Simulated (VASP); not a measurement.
Runs of VASP 6.6.1 on Zr. The structure is that of space group P6_3/mmc (No. 194), or close to it. The cells are those of the table. 

```csv
task,cell,cutoff (eV),gap on the mesh (eV),pressure (GPa)
relaxation of cell and atoms,"relaxed from a = 3.176, b = 3.176, c = 5.145 Å, angles 90.0, 90.0, 120.0°, 2 atoms",600,none,0.0
single point,"a = 2.422, b = 2.422, c = 4.344 Å, angles 90.0, 90.0, 120.0°, 2 atoms",520,none,222.6
single point,"a = 2.510, b = 2.510, c = 4.035 Å, angles 90.0, 90.0, 120.0°, 2 atoms",520,none,(a)
single point,"a = 3.184, b = 3.184, c = 5.118 Å, angles 90.0, 90.0, 120.0°, 2 atoms",520,none,0.1
```

Alike in all rows: level PBEsol; potentials or basis VASP PAW PBE potentials, release 64 (Zr_sv); no spin polarisation; k mesh 18 × 18 × 10; smearing fermi-dirac 0.08 eV.

**Question.** Estimate the missing entries.

**Answer.** (a) 222.0.

Caveats: the PAW data sets were made with another functional, which shifts forces and pressure a little.

A k mesh can miss the band edges, and the runs leave out spin-orbit coupling on Zr.

A gap of «none» marks levels without a gap at the run's occupations.
